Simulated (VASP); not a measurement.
A run of VASP 6.6.1 is set up as follows.

Contents of INCAR:

```
SYSTEM = ScPt
PREC = Accurate ; ENCUT = 600
EDIFF = 1E-6 ; ISMEAR = -1
SIGMA = 0.1 ; LREAL = .False.
LASPH = .True. ; NELM = 80
ALGO = Normal ; ISIF = 3
LWAVE = .False. ; LCHARG = .False.
GGA = PS ; IBRION = 2
NSW = 100 ; EDIFFG = -0.002
PSTRESS = 20.0
```

File KPOINTS:

```
Automatic mesh
0
Gamma
  14 14 14
  0 0 0
```

Contents of POSCAR:

```
ScPt
1.0
    3.2602670112      0.0000000000      0.0000000000
    0.0000000000      3.2602670112      0.0000000000
    0.0000000000      0.0000000000      3.2602670112
Sc Pt
1 1
Direct
    0.5000000000      0.5000000000      0.5000000000
    0.0000000000      0.0000000000      0.0000000000
```

Potentials or basis: VASP PAW PBE potentials, release 64 (Sc_sv, Pt).

The run is started by

```console
$ cat potpaw_PBE.64/Sc_sv/POTCAR potpaw_PBE.64/Pt/POTCAR > POTCAR
$ mpirun -np 1 vasp_std > vasp.out
```

(1) Predict the relaxed cell.

(2) Predict the relaxed volume.

## Answers

(1) a = 3.248 Å, b = 3.248 Å, c = 3.248 Å, α = 90.00°, β = 90.00°, γ = 90.00°.

(2) 17.13 Å³/atom.

Caveat: the cell is relaxed towards a set pressure, so the enthalpy falls and the energy may rise; the PAW data sets were made with another functional, which shifts forces and pressure a little.
